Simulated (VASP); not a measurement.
# MgAl18 in VASP: notebook

The runs below take MgAl18 through single point, with PBE.

Everything below comes from runs of VASP 6.6.1. Logs are shortened: lines on timing, memory, paths and dates and some standing lists are left out, and cuts for length are marked.

## (1) The cell of the first run

The cell holds a slab with vacuum, 19 atoms: a = 5.728 Å, b = 8.591 Å, c = 17.677 Å, α = 90.00°, β = 90.00°, γ = 60.00°.

## (2) Single point, PBE

Input file INCAR:

```
ALGO     = Normal         # electronic algorithm
EDIFF    = 1E-7           # SCF threshold, eV
ENCUT    = 520            # plane-wave cutoff, eV
GGA      = PE             # functional
ISIF     = 2              # what is computed and relaxed
ISMEAR   = -1             # smearing method
LASPH    = T              # aspherical terms in the spheres
LCHARG   = F              # write CHGCAR
LREAL    = Auto         
LWAVE    = F              # write WAVECAR
NBANDS   = 43             # bands
NELM     = 100            # most SCF steps
PREC     = Accurate       # precision mode
SIGMA    = 0.15           # smearing width, eV
```

Input file KPOINTS:

```
k-points
0
Gamma
  3 2 1
```

Input file POSCAR:

```
MgAl18
1.0
    5.7275650000      0.0000000000      0.0000000000
    4.2956740000      7.4403250000      0.0000000000
    0.0000000000      0.0000000000     17.6765370000
Al Mg
18 1
Direct
    0.1666665958      0.1111111410      0.0565721668
    0.6666666831      0.1111111410      0.0565721668
    0.1666667458      0.4444444295      0.0565721668
    0.6666666585      0.4444444295      0.0565721668
    0.1666666204      0.7777778524      0.0565721668
    0.6666665331      0.7777778524      0.0565721668
   -0.1668933843      0.2236249089      0.1908327406
    0.3319108593      0.2225611112      0.1913821129
   -0.1675171281      0.5567790386      0.1905681526
    0.3324988346      0.5560154966      0.1879008881
   -0.1691669127      0.8922514810      0.1897986580
    0.3313689179      0.8914878046      0.1894488723
   -0.0021224527      0.0039277854      0.3240397143
    0.5000566756     -0.0009914889      0.3267348689
   -0.0008053871      0.3358732313      0.3282957516
    0.5012698397      0.3316274491      0.3247490162
    0.0076955341      0.6702504259      0.3193447902
    0.4862653170      0.6696091905      0.3183931332
    0.7673287129      0.6381678220      0.4535339133
```

Potentials or basis: VASP PAW PBE potentials, release 64 (Al, Mg).

Started as:

```
$ cat potpaw_PBE.64/Al/POTCAR potpaw_PBE.64/Mg/POTCAR > POTCAR
$ mpirun -np 1 vasp_std > vasp.out
```

OUTCAR:

```text
EDIFF = 1E-7
   ENCUT = 520
   GGA = PE
   ISIF = 2
   ISMEAR = -1
   LASPH = T
   LREAL = Auto
   NELM = 100
   PREC = Accurate

 ion  position               nearest neighbor table
   1  0.167  0.111  0.057-  12 2.86   2 2.86   4 2.86   6 2.86   5 2.86   3 2.86   2 2.86   7 2.89
                             8 2.90
   2  0.667  0.111  0.057-  11 2.86   1 2.86   4 2.86   3 2.86   5 2.86   6 2.86   1 2.86   7 2.90
                             8 2.90
   3  0.167  0.444  0.057-  10 2.85   4 2.86   2 2.86   1 2.86   5 2.86   4 2.86   6 2.86   9 2.89
                             8 2.90
   4  0.667  0.444  0.057-  10 2.85   3 2.86   2 2.86   1 2.86   6 2.86   5 2.86   3 2.86   7 2.89
                             9 2.89
   5  0.167  0.778  0.057-  10 2.85   6 2.86   2 2.86   1 2.86   3 2.86   4 2.86   6 2.86  12 2.88
                            11 2.88
   6  0.667  0.778  0.057-   5 2.86   1 2.86   2 2.86   4 2.86   5 2.86   3 2.86  12 2.88   9 2.88
                            11 2.88
   7  0.833  0.224  0.191-   8 2.85  11 2.85  12 2.85   9 2.86  10 2.86  13 2.87   8 2.88  16 2.88
                             4 2.89   1 2.89   2 2.90  15 2.94
   8  0.332  0.223  0.191-  12 2.85  11 2.85   7 2.85   9 2.87  10 2.87   7 2.88  16 2.88   1 2.90
                             3 2.90   2 2.90  14 2.91  15 2.93
   9  0.832  0.557  0.191-  18 2.84  17 2.85   7 2.86  10 2.86   8 2.87  10 2.87  12 2.87  11 2.88
[... 4 lines left out ...]
                             5 2.88   6 2.88  13 2.90  14 2.92
  12  0.331  0.891  0.189-  18 2.82   8 2.85   7 2.85   1 2.86  11 2.86  11 2.86   9 2.87   5 2.88
                             6 2.88  10 2.88  13 2.90  14 2.93
  13  0.998  0.004  0.324-  16 2.83  18 2.84  17 2.84  14 2.86  15 2.86   7 2.87  14 2.87  11 2.90
                            12 2.90
  14  0.500  0.999  0.327-  13 2.86  16 2.86  17 2.87  13 2.87  18 2.87  15 2.88   8 2.91  11 2.92
                            12 2.93  19 3.50
  15  0.999  0.336  0.328-  13 2.86  16 2.86  16 2.87  14 2.88  17 2.90  18 2.91   8 2.93   9 2.94
                             7 2.94  19 3.16
  16  0.501  0.332  0.325-  13 2.83  15 2.86  14 2.86  18 2.86  17 2.87  15 2.87   8 2.88   7 2.88
                            10 2.94
  17  0.008  0.670  0.319-  18 2.74  11 2.82  19 2.82  10 2.83  13 2.84   9 2.85  14 2.87  16 2.87
                            15 2.90  18 2.99
  18  0.486  0.670  0.318-  17 2.74  10 2.81  12 2.82  19 2.82  13 2.84   9 2.84  16 2.86  14 2.87
                            15 2.91  17 2.99
  19  0.767  0.638  0.454-  18 2.82  17 2.82  15 3.16  14 3.50

  LATTYP: Found a simple monoclinic cell.
 ALAT       =     5.7275650000
 B/A-ratio  =     3.0862219809
 C/A-ratio  =     1.3228756151
 COS(beta)  =    -0.1889822093

  Lattice vectors:

 A1 = (   5.7275650000,   0.0000000000,   0.0000000000)
 A2 = (   0.0000000000,   0.0000000000, -17.6765370000)
 A3 = (  -1.4318910000,   7.4403250000,   0.0000000000)

Analysis of symmetry for initial positions (statically):
=====================================================================
 Subroutine PRICEL returns:
 Original cell was already a primitive cell.

 Routine SETGRP: Setting up the symmetry group for a
 simple monoclinic supercell.

 Subroutine GETGRP returns: Found  1 space group operations
 (whereof  1 operations were pure point group operations)
 out of a pool of  4 trial point group operations.

The static configuration has the point symmetry C_1 .

Analysis of symmetry for dynamics (positions and initial velocities):
=====================================================================
 Subroutine PRICEL returns:
 Original cell was already a primitive cell.

 Routine SETGRP: Setting up the symmetry group for a
 simple monoclinic supercell.

 Subroutine GETGRP returns: Found  1 space group operations
 (whereof  1 operations were pure point group operations)
 out of a pool of  4 trial point group operations.

The dynamic configuration has the point symmetry C_1 .

 Subroutine INISYM returns: Found  1 space group operations
 (whereof  1 operations are pure point group operations),
 and found     1 'primitive' translations

----------------------------------------------------------------------------------------

                                     Primitive cell

  volume of cell :     753.2847

  direct lattice vectors                    reciprocal lattice vectors
     5.727565000  0.000000000  0.000000000     0.174594265 -0.100802054  0.000000000
     4.295674000  7.440325000  0.000000000     0.000000000  0.134402731  0.000000000
     0.000000000  0.000000000 17.676537000     0.000000000  0.000000000  0.056572167

  length of vectors
[... 57 lines left out ...]
     0.000000000  0.067201366  0.000000000     0.000000000  0.500000000  0.000000000
     0.000000000  0.000000000  0.056572167     0.000000000  0.000000000  1.000000000

  Length of vectors
     0.067201365  0.067201366  0.056572167

  Shift w.r.t. Gamma in fractional coordinates (k-lattice)
     0.000000000  0.000000000  0.000000000

 -----------------------------------------------------------------------------
|                                                                             |
|           W    W    AA    RRRRR   N    N  II  N    N   GGGG   !!!           |
|           W    W   A  A   R    R  NN   N  II  NN   N  G    G  !!!           |
|           W    W  A    A  R    R  N N  N  II  N N  N  G       !!!           |
|           W WW W  AAAAAA  RRRRR   N  N N  II  N  N N  G  GGG   !            |
|           WW  WW  A    A  R   R   N   NN  II  N   NN  G    G                |
|           W    W  A    A  R    R  N    N  II  N    N   GGGG   !!!           |
|                                                                             |
|     Your reciprocal lattice and k-lattice belong to different lattice       |
|     classes:                                                                |
|                                                                             |
|        The reciprocal lattice is simple monoclinic,                         |
|        whereas your k-lattice is hexagonal.                                 |
|                                                                             |
|     Results are often still useful ...                                      |
|                                                                             |
 -----------------------------------------------------------------------------

 Subroutine IBZKPT returns following result:
 ===========================================

 Found      4 irreducible k-points:

 Following reciprocal coordinates:
            Coordinates               Weight
  0.000000  0.000000  0.000000      1.000000
  0.333333  0.000000  0.000000      2.000000
  0.000000  0.500000  0.000000      1.000000
  0.333333  0.500000  0.000000      2.000000
   k-points           NKPTS =      4   k-points in BZ     NKDIM =      4   number of bands    NBANDS=     43
   number of dos      NEDOS =    301   number of ions     NIONS =     19
   total plane-waves  NPLWV = 430080
   dimension x,y,z NGX =    48 NGY =   64 NGZ =  140
   dimension x,y,z NGXF=    96 NGYF=  128 NGZF=  280
   ions per type =              18   1
   NGX,Y,Z   is equivalent  to a cutoff of  13.93, 12.38, 13.17 a.u.
   NGXF,Y,Z  is equivalent  to a cutoff of  27.86, 24.77, 26.33 a.u.
 SYSTEM =  unknown system
   PREC   = accura    normal or accurate (medium, high low for compatibility)
   ISTART =      0    job   : 0-new  1-cont  2-samecut
   ICHARG =      2    charge: 1-file 2-atom 10-const
   ISPIN  =      1    spin polarized calculation?
   LNONCOLLINEAR =      F non collinear calculations
   LSORBIT =      F    spin-orbit coupling
   LASPH  =      T    aspherical Exc in radial PAW
   ENCUT  =  520.0 eV  38.22 Ry    6.18 a.u.  10.65 15.97 32.87*2*pi/ulx,y,z
   NELM   =    100;   NELMIN=  2; NELMDL= -5     # of ELM steps
   EDIFF  = 0.1E-06   stopping-criterion for ELM
   LREAL  =      T    real-space projection
   EDIFFG = 0.1E-05   stopping-criterion for IOM
   NSW    =      0    number of steps for IOM
   IBRION =     -1    ionic relax: 0-MD 1-quasi-New 2-CG
   NFREE  =      0    steps in history (QN), initial steepest desc. (CG)
   ISIF   =      2    stress and relaxation
   ISYM   =      2    0-nonsym 1-usesym 2-fastsym
   POTIM  = 0.5000    time-step for ionic-motion
   TEBEG  =    0.0;   TEEND  =   0.0 temperature during run
   PSTRESS=    0.0 pullay stress
   NELECT =      56.0000    total number of electrons
   NUPDOWN=      -1.0000    fix difference up-down
   EMIN   =  10.00;   EMAX   =-10.00  energy-range for DOS
   EFERMI =   0.00;   METHOD = LEGACY
   ISMEAR =    -1;   SIGMA  =   0.15  broadening in eV -4-tet -1-fermi 0-gaus
   EFERMI_NEDOS =   21; number of points for ismear=-14 and -15
   IALGO  =     38    algorithm
   IMIX   =      4    mixing-type and parameters
     AMIX     =   0.40;   BMIX     =  1.00
     AMIX_MAG =   1.60;   BMIX_MAG =  1.00
  volume/ion in A,a.u.               =      39.65       267.55
  Fermi-wavevector in a.u.,A,eV,Ry     =   0.688363  1.300818  6.447042  0.473844
  Thomas-Fermi vector in A             =   1.769142
   LORBIT       =      0    0 simple, 1 ext, 2 COOP (PROOUT), +10 PAW based schemes
   GGA     = PE    functional components
   LHFCALC =     F    Hartree Fock is set to
   AEXX    =    0.0000 exact exchange contribution
   IVDW    =     0    specifies the selected vdW correction
   LEPSILON=     F    determine dielectric tensor
   LRPA    =     F    only Hartree local field effects (RPA)
 non-spin polarized calculation
  energy-cutoff  :      520.00
  volume of cell :      753.28
 maximum number of plane-waves:     20332
 NGX is ok and might be reduce to    42
   NGX = 21   NGY = 31   NGZ = 65

 number of electron      56.0000000 magnetization

 Free energy of the ion-electron system (eV)
  ---------------------------------------------------
  ext. energy  EPLUGINS =         0.00000000
  ---------------------------------------------------
  free energy    TOTEN  =       -64.80113456 eV

  energy without entropy =      -63.98117487  energy(sigma->0) =      -64.39115472

 E-fermi :   0.9509     XC(G=0):  -5.4688

 val. band max:        0.9237096146   @ k =   0.3333   0.0000   0.0000
 cond. band min:       1.0486888270   @ k =   0.0000   0.0000   0.0000
 fundamental gap:      0.1249792124
 Fermi energy:         0.9509400019

 k-point     1 :       0.0000    0.0000    0.0000
  band No.  band energies     occupation
      1      -9.3228      2.00000
      2      -7.6639      2.00000
      3      -6.6996      2.00000
      4      -6.6590      2.00000
      5      -5.2276      2.00000
      6      -5.0501      2.00000
[... 161 lines left out ...]
     39       3.3678      0.00000
     40       3.4147      0.00000
 [bands above 40 left out]

------------------------ aborting loop because EDIFF is reached ----------------------------------------

  FORCE on cell =-STRESS in cart. coord.  units (eV):
  Direction    XX          YY          ZZ          XY          YZ          ZX
  --------------------------------------------------------------------------------------
  -------------------------------------------------------------------------------------
  Total       -6.1098806     -7.2525667     -0.1107346     -0.0498444     -0.3023775      0.0380879
  in kB      -12.9952364    -15.4256401     -0.2355237     -0.1060152     -0.6431332      0.0810100
  external PRESSURE =      -9.5521334 kB  Pullay stress =       0.0000000 kB

 VOLUME and BASIS-vectors are now :
 -----------------------------------------------------------------------------
  energy-cutoff  :      520.00
  volume of cell :      753.28
      direct lattice vectors                 reciprocal lattice vectors
     5.727565000  0.000000000  0.000000000     0.174594265 -0.100802054  0.000000000
     4.295674000  7.440325000  0.000000000     0.000000000  0.134402731  0.000000000
     0.000000000  0.000000000 17.676537000     0.000000000  0.000000000  0.056572167

 POSITION                                       TOTAL-FORCE (eV/Angst)
 -----------------------------------------------------------------------------------
      1.43189      0.82670      1.00000        -0.004827      0.024969      0.028875
      4.29567      0.82670      1.00000         0.003637      0.002909      0.046307
      2.86378      3.30681      1.00000        -0.021870      0.006170     -0.020524
      5.72757      3.30681      1.00000         0.020095     -0.010872     -0.019901
      4.29567      5.78692      1.00000        -0.023555      0.009459     -0.057783
      7.15946      5.78692      1.00000         0.024115      0.000233      0.031824
[... 11 lines left out ...]
      5.66154      4.98211      5.62809         0.003789     -0.006884      0.019515
      7.13629      4.74818      8.01691         0.006712     -0.055654     -0.007890
 -----------------------------------------------------------------------------------
    total drift:                               -0.010753      0.007653     -0.009411

  FREE ENERGIE OF THE ION-ELECTRON SYSTEM (eV)
  ---------------------------------------------------
  free  energy   TOTEN  =       -64.8011345643 eV

  energy  without entropy=      -63.9811748685  energy(sigma->0) =      -64.39115472
```

Wall time 6.8 min (1 thread of Intel Xeon Platinum 8259CL at 2.50GHz (Skylake/Cascade Lake), shared host); peak memory 0.8 GiB.

Results:

- Free energy: -64.8011 eV
- Largest force: 0.063 eV/Å
- Band gap on the k mesh: zero (band 28 reaches 0.92 eV, above the bottom of band 29 at 0.78 eV)

Forces in eV/Å, atoms in the order of the input:
```
Al  -0.005  0.025  0.029
Al   0.004  0.003  0.046
Al  -0.022  0.006 -0.021
Al   0.020 -0.011 -0.020
Al  -0.024  0.009 -0.058
Al   0.024  0.000  0.032
Al  -0.002  0.003 -0.002
Al  -0.002  0.004  0.001
Al   0.000  0.001  0.006
Al   0.004 -0.004  0.002
Al  -0.003  0.006 -0.007
Al   0.004  0.005  0.002
Al   0.000  0.005 -0.001
Al  -0.001  0.007 -0.006
Al  -0.003 -0.004 -0.008
Al  -0.006  0.005 -0.003
Al   0.001  0.000 -0.005
Al   0.004 -0.007  0.020
Mg   0.007 -0.056 -0.008
```

Caveat: the k points lie up to 0.42 Å⁻¹ apart.

(Part 1 of 2 ends here.)
